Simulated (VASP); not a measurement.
A run of VASP 6.6.1 is set up as follows.

File INCAR:

```
PREC = Accurate
ENCUT = 520
EDIFF = 1E-7
ISMEAR = 0
SIGMA = 0.05
LREAL = False
LASPH = True
NELM = 150
ALGO = Normal
ISIF = 2
LWAVE = False
LCHARG = False
ISPIN = 2
MAGMOM = 1
LORBIT = 11
LMAXMIX = 6
GGA = CA
NBANDS = 14
```

KPOINTS

```
regular mesh
0
Gamma
  8 8 8
```

POSCAR

```
Yb
1.0
    0.0000000000      2.3555811631      2.3555811631
    2.3555811631      0.0000000000      2.3555811631
    2.3555811631      2.3555811631      0.0000000000
Yb
1
Direct
    0.0000000000      0.0000000000      0.0000000000
```

Potentials or basis: VASP PAW PBE potentials, release 64 (Yb_2), 4f in core.

The run is started by

```sh
$ cat potpaw_PBE.64/Yb_2/POTCAR > POTCAR
$ mpirun -np 1 vasp_std > vasp.out
```

(1) Estimate the pressure.

(2) Predict the band gap on the k mesh.

(3) Predict the net moment.

Answers

(1) 6.6 GPa.

(2) zero (filled and empty bands overlap).

(3) 0.00 μB per cell.

Caveat: the cell stands under pressure; the PAW data sets were made with another functional, which shifts forces and pressure a little; spin-orbit coupling is left out, which moves the levels of the heavy elements; the 4f electrons are frozen in the core, so they carry no moment and show no levels.
